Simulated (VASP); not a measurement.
WSe2, 9 atoms in the cell. The cell holds a slab with vacuum, 9 atoms: a = 3.271 Å, b = 3.299 Å, c = 29.185 Å, α = 90.00°, β = 90.00°, γ = 120.86°.  This cell differs from its parent crystal: strain -0.0200 x Voigt [0, 0, 0, 0, 0, 1].

| Property | Result |
| --- | --- |
| Program | VASP 6.6.1 |
| Task | single point |
| Functional | PBEsol |
| Potentials or basis | VASP PAW PBE potentials, release 64 (W_sv, Se) |
| Cutoff | 520 eV |
| k mesh | 12 × 12 × 1 |
| Occupations | gaussian, width 0.05 eV |
| Spin | no spin polarisation |
| Dipole correction | no |
| Further INCAR settings | ALGO = Normal; EDIFF = 1e-07; NBANDS = 49 |

Potentials or basis: VASP PAW PBE potentials, release 64 (W_sv, Se).

Run with:

```bash
$ cat potpaw_PBE.64/W_sv/POTCAR potpaw_PBE.64/Se/POTCAR > POTCAR
$ mpirun -np 1 vasp_std > vasp.out
```

Hardware: 1 thread of AMD EPYC 7R13 (shared host).

How long does it take, and how much memory?

Run time: 55 min on 1 thread of AMD EPYC 7R13, on a shared host, peak memory 0.87 GiB. Counts: scf iterations 25, k points 74.
